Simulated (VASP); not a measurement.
# MnO2 (P6_3/mmc) in VASP: further runs

Aim: see how the results for MnO2 move with the level of theory and the settings. Levels: PBE+D2, PBE+TS. Tasks: single point.

All numbers are computed with VASP 6.6.1; they aren't measurements. Logs are shortened: lines on timing, memory, paths and dates and some standing lists are left out, and cuts for length are marked.

## Step 1: The cell of the first run

It takes space group P6_3/mmc (No. 194, hexagonal). Conventional cell: a = 2.855 Å, b = 2.855 Å, c = 10.222 Å, α = 90.00°, β = 90.00°, γ = 120.00°. Mn (site symmetry -3m) has 6 O at 1.90 Å within 2.5 Å. O (site symmetry 3m) has 3 Mn at 1.90 Å and 3 O at 2.52 Å within 2.6 Å.

## Step 2: Single point, PBE+D2, collinear spin, ferromagnetic start

INCAR reads:

```
SYSTEM = MnO2
PREC = Accurate
ENCUT = 520
EDIFF = 1E-7
ISMEAR = 0
SIGMA = 0.02
LREAL = .FALSE.
LASPH = .TRUE.
ALGO = Normal
NELM = 100
ISIF = 2
LWAVE = .FALSE.
LCHARG = .FALSE.
ISPIN = 2
MAGMOM = 4 4 0 0 0 0
LORBIT = 11
LMAXMIX = 4
IVDW = 1
```

KPOINTS reads:

```
k-points
0
Gamma
  8 8 2
```

POSCAR reads:

```
MnO2
1.0
    2.8549554371      0.0000000000      0.0000000000
   -1.4274777185      2.4724639352      0.0000000000
    0.0000000000      0.0000000000     10.2217427273
Mn O
2 4
Direct
    0.0000000000      0.0000000000      0.5000000000
    0.0000000000      0.0000000000      0.0000000000
    0.6666666667      0.3333333333      0.4068564500
    0.6666666667      0.3333333333      0.0931435500
    0.3333333333      0.6666666667      0.5931435500
    0.3333333333      0.6666666667      0.9068564500
```

Potentials or basis: VASP PAW PBE potentials, release 64 (Mn_pv, O).

Run with:

```console
$ cat potpaw_PBE.64/Mn_pv/POTCAR potpaw_PBE.64/O/POTCAR > POTCAR
$ mpirun -np 1 vasp_std > vasp.out
```

OUTCAR:

```text
SYSTEM = MnO2
   PREC = Accurate
   ENCUT = 520
   EDIFF = 1E-7
   ISMEAR = 0
   LREAL = .FALSE.
   LASPH = .TRUE.
   NELM = 100
   ISIF = 2
   ISPIN = 2
   LORBIT = 11
   IVDW = 1
  IVDW =   1

 Found     20 irreducible k-points:

 Following reciprocal coordinates:
            Coordinates               Weight
  0.000000  0.000000  0.000000      1.000000
  0.125000 -0.000000  0.000000      6.000000
  0.250000 -0.000000  0.000000      6.000000
  0.375000 -0.000000  0.000000      6.000000
  0.500000 -0.000000  0.000000      3.000000
  0.125000  0.125000  0.000000      6.000000
   k-points           NKPTS =     20   k-points in BZ     NKDIM =     20   number of bands    NBANDS=     34
   number of dos      NEDOS =    301   number of ions     NIONS =      6
   total plane-waves  NPLWV =  46080
   dimension x,y,z NGX =    24 NGY =   24 NGZ =   80
   dimension x,y,z NGXF=    48 NGYF=   48 NGZF=  160
   ions per type =               2   4
   NGX,Y,Z   is equivalent  to a cutoff of  13.98, 13.98, 13.01 a.u.
   NGXF,Y,Z  is equivalent  to a cutoff of  27.95, 27.95, 26.02 a.u.
 SYSTEM =  MnO2
   PREC   = accura    normal or accurate (medium, high low for compatibility)
   ISTART =      0    job   : 0-new  1-cont  2-samecut
   ICHARG =      2    charge: 1-file 2-atom 10-const
   ISPIN  =      2    spin polarized calculation?
   LNONCOLLINEAR =      F non collinear calculations
   LSORBIT =      F    spin-orbit coupling
   LASPH  =      T    aspherical Exc in radial PAW
   ENCUT  =  520.0 eV  38.22 Ry    6.18 a.u.   5.31  5.31 19.01*2*pi/ulx,y,z
   NELM   =    100;   NELMIN=  2; NELMDL= -5     # of ELM steps
   EDIFF  = 0.1E-06   stopping-criterion for ELM
   LREAL  =      F    real-space projection
   EDIFFG = 0.1E-05   stopping-criterion for IOM
   NSW    =      0    number of steps for IOM
   IBRION =     -1    ionic relax: 0-MD 1-quasi-New 2-CG
   NFREE  =      0    steps in history (QN), initial steepest desc. (CG)
   ISIF   =      2    stress and relaxation
   ISYM   =      2    0-nonsym 1-usesym 2-fastsym
   POTIM  = 0.5000    time-step for ionic-motion
   TEBEG  =    0.0;   TEEND  =   0.0 temperature during run

   SCALEE = 1.0000    scale energy and forces
   PSTRESS=    0.0 pullay stress
   NELECT =      50.0000    total number of electrons
   NUPDOWN=      -1.0000    fix difference up-down
   EMIN   =  10.00;   EMAX   =-10.00  energy-range for DOS
   EFERMI =   0.00;   METHOD = LEGACY
   ISMEAR =     0;   SIGMA  =   0.02  broadening in eV -4-tet -1-fermi 0-gaus
   EFERMI_NEDOS =   21; number of points for ismear=-14 and -15
   IALGO  =     38    algorithm
   IMIX   =      4    mixing-type and parameters
     AMIX     =   0.40;   BMIX     =  1.00
     AMIX_MAG =   1.60;   BMIX_MAG =  1.00
  volume/ion in A,a.u.               =      12.03        81.15
  Fermi-wavevector in a.u.,A,eV,Ry     =   1.448705  2.737656 28.555192  2.098747
  Thomas-Fermi vector in A             =   2.566516
   LORBIT       =     11    0 simple, 1 ext, 2 COOP (PROOUT), +10 PAW based schemes
   GGA     = PE    functional components
   LHFCALC =     F    Hartree Fock is set to
   AEXX    =    0.0000 exact exchange contribution
   IVDW    =     1    specifies the selected vdW correction
[... 21 lines left out ...]

  energy without entropy =      -47.64631255  energy(sigma->0) =      -47.64631255

 E-fermi :   2.3769     XC(G=0): -10.0224

 val. band max:        2.1303537618   @ k =   0.1250  -0.0000   0.0000
 cond. band min:       3.0030913239   @ k =   0.0000   0.0000   0.0000
 fundamental gap:      0.8727375621
 Fermi energy:         2.3769439297

 spin component 1

 k-point     1 :       0.0000    0.0000    0.0000
  band No.  band energies     occupation
      1     -48.1420      1.00000
      2     -48.1420      1.00000
      3     -48.1419      1.00000
      4     -48.1419      1.00000
      5     -48.1379      1.00000
      6     -48.1379      1.00000
[... 211 lines left out ...]
     33      10.6695      0.00000
     34      11.6688      0.00000

 [... further k-points ...]

 spin component 2

 k-point     1 :       0.0000    0.0000    0.0000
  band No.  band energies     occupation
      1     -45.0832      1.00000
      2     -45.0832      1.00000
      3     -45.0832      1.00000
      4     -45.0832      1.00000
      5     -44.9183      1.00000
      6     -44.9183      1.00000
[... 211 lines left out ...]
     33      10.8992      0.00000
     34      11.8705      0.00000

 [... further k-points ...]

------------------------ aborting loop because EDIFF is reached ----------------------------------------

  DFT-D2 method for vdW energy calculation

  Number of pair interactions contributing to vdW energy:  151968

  Edisp (eV):   -0.76859

  FORCE on cell =-STRESS in cart. coord.  units (eV):
  Direction    XX          YY          ZZ          XY          YZ          ZX
  --------------------------------------------------------------------------------------
  -------------------------------------------------------------------------------------
  Total       2.00728     2.00728     0.88950     0.00000     0.00000    -0.00000
  in kB      44.57227    44.57227    19.75149     0.00000     0.00000    -0.00000
  external pressure =       36.30 kB  Pullay stress =        0.00 kB

 VOLUME and BASIS-vectors are now :
 -----------------------------------------------------------------------------
  energy-cutoff  :      520.00
  volume of cell :       72.15
      direct lattice vectors                 reciprocal lattice vectors
     2.854955437  0.000000000  0.000000000     0.350268164  0.202227419  0.000000000
    -1.427477719  2.472463935  0.000000000     0.000000000  0.404454838  0.000000000
     0.000000000  0.000000000 10.221742727     0.000000000  0.000000000  0.097830676

 POSITION                                       TOTAL-FORCE (eV/Angst)
 -----------------------------------------------------------------------------------
      0.00000      0.00000      5.11087         0.000000      0.000000      0.000000
      0.00000      0.00000      0.00000         0.000000      0.000000      0.000000
      1.42748      0.82415      4.15878        -0.000000     -0.000000     -0.350577
      1.42748      0.82415      0.95209        -0.000000     -0.000000      0.350577
     -0.00000      1.64831      6.06296         0.000000      0.000000      0.350577
     -0.00000      1.64831      9.26965         0.000000      0.000000     -0.350577
 -----------------------------------------------------------------------------------
    total drift:                               -0.000000      0.000000      0.000000

  FREE ENERGIE OF THE ION-ELECTRON SYSTEM (eV)
  ---------------------------------------------------
  free  energy   TOTEN  =       -48.4149031798 eV

  energy  without entropy=      -48.4149031798  energy(sigma->0) =      -48.41490318

 total charge

# of ion       s       p       d       tot
------------------------------------------
    1        0.356   6.467   4.924  11.747
    2        0.356   6.467   4.924  11.747
    3        1.582   3.415   0.000   4.998
    4        1.582   3.415   0.000   4.998
    5        1.582   3.415   0.000   4.998
    6        1.582   3.415   0.000   4.998
--------------------------------------------------
tot          7.040  26.596   9.847  43.484

 magnetization (x)

# of ion       s       p       d       tot
------------------------------------------
    1        0.031   0.039   2.763   2.833
    2        0.031   0.039   2.763   2.833
    3        0.004   0.041   0.000   0.045
    4        0.004   0.041   0.000   0.045
    5        0.004   0.041   0.000   0.045
    6        0.004   0.041   0.000   0.045
--------------------------------------------------
tot          0.076   0.243   5.527   5.846
```

OSZICAR:

```text
N       E                     dE             d eps       ncg     rms          rms(c)
DAV:   1     0.628382674737E+03    0.62838E+03   -0.28614E+04  2784   0.168E+03
[... 12 lines left out ...]
DAV:  14    -0.476463143214E+02    0.26740E-04   -0.88366E-04  2916   0.277E-01    0.544E-02
DAV:  15    -0.476463126795E+02    0.16420E-05   -0.10424E-04  2832   0.858E-02    0.226E-02
DAV:  16    -0.476463124009E+02    0.27855E-06   -0.11058E-05  2874   0.217E-02    0.156E-02
DAV:  17    -0.476463129553E+02   -0.55439E-06   -0.60640E-06  2802   0.329E-02    0.352E-03
DAV:  18    -0.476463128461E+02    0.10925E-06   -0.68553E-07  2408   0.551E-03    0.232E-03
DAV:  19    -0.476463126139E+02    0.23221E-06   -0.39761E-08  1512   0.270E-03    0.100E-03
DAV:  20    -0.476463125515E+02    0.62342E-07   -0.31548E-08  1496   0.143E-03
   1 F= -.48414903E+02 E0= -.48414903E+02  d E =-.252533E-69  mag=     6.0000
```

stdout:

```text
POSCAR found type information on POSCAR MnO
 POSCAR found :  2 types and       6 ions
 scaLAPACK will be used
 LDA part: xc-table for (Slater+PW92), standard interpolation
 POSCAR, INCAR and KPOINTS ok, starting setup
 FFT: planning ... GRIDC
 FFT: planning ... GRID_SOFT
 FFT: planning ... GRID
 WAVECAR not read
 entering main loop
```

It took 79 s on 1 thread of Intel Xeon Platinum 8488C (Sapphire Rapids), shared host; peak memory 0.26 GiB.

What came out:

```yaml
Free_energy: -48.4149 eV
Pressure: 3.6 GPa
Largest_force: 0.351 eV/Å
Band_gap_on_the_k_mesh: 0.87 eV (least direct gap 0.92 eV)
Net_moment: 6.00 μB per cell
Site_moments: Mn +2.83; O +0.04 μB
Valence_electrons_inside_the_program's_atomic_spheres: Mn 11.75; O 5.00
Dispersion_energy_per_atom: -0.128 eV
```

Forces in eV/Å, atoms in the order of the input:
```
Mn   0.000  0.000  0.000
Mn   0.000  0.000  0.000
O    0.000  0.000 -0.351
O    0.000  0.000  0.351
O    0.000  0.000  0.351
O    0.000  0.000 -0.351
```

Caveat: the cell stands under pressure; only a ferromagnetic start was run, and an antiferromagnetic order may lie lower in energy.

## Step 3: Single point, PBE+TS, collinear spin, ferromagnetic start

INCAR: that of step 2 with these lines changed.

```diff
@@ -17,2 +17,2 @@
 LMAXMIX = 4
-IVDW = 1
+IVDW = 2
```

KPOINTS is that of step 2.

POSCAR is that of step 2.

Potentials or basis: VASP PAW PBE potentials, release 64 (Mn_pv, O).

Run with:

```console
$ cat potpaw_PBE.64/Mn_pv/POTCAR potpaw_PBE.64/O/POTCAR > POTCAR
$ mpirun -np 1 vasp_std > vasp.out
```

Wall time 85 s (1 thread of Intel Xeon Platinum 8488C (Sapphire Rapids), shared host); peak memory 0.26 GiB.

The run converged. Its results:

* Free energy: -48.6093 eV
* Pressure: 2.1 GPa
* Largest force: 0.343 eV/Å
* Band gap on the k mesh: 0.87 eV (least direct gap 0.92 eV)
* Net moment: 6.00 μB per cell
* Site moments: Mn +2.83; O +0.04 μB
* Valence electrons inside the program's atomic spheres: Mn 11.75; O 5.00
* Hirshfeld charges: Mn +0.55; O -0.28 e
* Dispersion energy per atom: -0.160 eV

Forces in eV/Å, atoms in the order of the input:
```
Mn   0.000  0.000  0.000
Mn   0.000  0.000  0.000
O    0.000  0.000 -0.343
O    0.000  0.000  0.343
O    0.000  0.000  0.343
O    0.000  0.000 -0.343
```

Stress tensor (GPa, compression positive):
```
3.05 0.00 0.00
0.00 3.05 0.00
0.00 0.00 0.12
```

Levels at points of the mesh, in eV from the valence-band top:
Spin up:
```csv
k point,band 25,band 26,band 27,band 28,band 29,band 30,band 31,band 32
"(0.00, 0.00, 0.00)",-1.34,-1.34,-0.29,-0.05,2.96,2.96,2.98,2.98
"(0.50, 0.00, 0.00)",-1.77,-1.72,-1.03,-0.95,2.14,2.32,2.80,2.83
"(0.00, 0.00, 0.50)",-1.35,-1.35,-0.14,-0.14,2.97,2.97,2.97,2.97
"(0.50, 0.00, 0.50)",-1.73,-1.73,-0.98,-0.98,2.23,2.23,2.81,2.81
```
Spin down:
| k point | band 20 | band 21 | band 22 | band 23 | band 24 | band 25 |
| --- | --- | --- | --- | --- | --- | --- |
| (0.00, 0.00, 0.00) | -1.28 | -1.28 | -1.22 | 0.87 | 0.87 | 0.87 |
| (0.50, 0.00, 0.00) | -2.67 | -2.04 | -1.67 | 1.12 | 1.20 | 1.64 |
| (0.00, 0.00, 0.50) | -1.29 | -1.29 | -1.29 | 0.87 | 0.87 | 0.87 |
| (0.50, 0.00, 0.50) | -2.69 | -1.84 | -1.84 | 1.16 | 1.16 | 1.64 |

Caveat: only a ferromagnetic start was run, and an antiferromagnetic order may lie lower in energy. A k mesh can miss the band edges.

## Step 4: Single point, PBE+TS, collinear spin, ferromagnetic start

INCAR: that of step 3 with these lines changed.

```diff
@@ -18 +18,2 @@
 IVDW = 2
+LVDWSCS = .TRUE.
```

KPOINTS is that of step 3.

POSCAR is that of step 3.

Run with:

```console
$ cat potpaw_PBE.64/Mn_pv/POTCAR potpaw_PBE.64/O/POTCAR > POTCAR
$ mpirun -np 1 vasp_std > vasp.out
```

Run time: 1.8 min. Hardware: 1 thread of Intel Xeon Platinum 8488C (Sapphire Rapids), shared host; peak memory 0.26 GiB.

Results (log left out):

```
Free energy                                           : -48.5339 eV
Pressure                                              : 2.7 GPa
Largest force                                         : 0.246 eV/Å
Band gap on the k mesh                                : 0.87 eV (least direct gap 0.92 eV)
Net moment                                            : 6.00 μB per cell
Site moments                                          : Mn +2.83; O +0.04 μB
Valence electrons inside the program's atomic spheres : Mn 11.75; O 5.00
Hirshfeld charges                                     : Mn +0.55; O -0.28 e
Dispersion energy per atom                            : -0.148 eV
```

Forces on the atoms (eV/Å):
```
Mn   0.000  0.000  0.000
Mn   0.000  0.000  0.000
O    0.000  0.000 -0.246
O    0.000  0.000  0.246
O    0.000  0.000  0.246
O    0.000  0.000 -0.246
```

Stress tensor (GPa, compression positive):
```
3.50 0.00 0.00
0.00 3.50 0.00
0.00 0.00 1.16
```

Levels at points of the mesh, in eV from the valence-band top:
Spin up:
```csv
k point,band 26,band 27,band 28,band 29,band 30,band 31
"(0.00, 0.00, 0.00)",-1.34,-0.29,-0.05,2.96,2.96,2.98
"(0.50, 0.00, 0.00)",-1.72,-1.03,-0.95,2.14,2.32,2.80
"(0.00, 0.00, 0.50)",-1.35,-0.14,-0.14,2.97,2.97,2.97
"(0.50, 0.00, 0.50)",-1.73,-0.98,-0.98,2.23,2.23,2.81
```
Spin down:
```csv
k point,band 20,band 21,band 22,band 23,band 24,band 25
"(0.00, 0.00, 0.00)",-1.28,-1.28,-1.22,0.87,0.87,0.87
"(0.50, 0.00, 0.00)",-2.67,-2.04,-1.67,1.12,1.20,1.64
"(0.00, 0.00, 0.50)",-1.29,-1.29,-1.29,0.87,0.87,0.87
"(0.50, 0.00, 0.50)",-2.69,-1.84,-1.84,1.16,1.16,1.64
```

Caveat: only a ferromagnetic start was run, and an antiferromagnetic order may lie lower in energy.
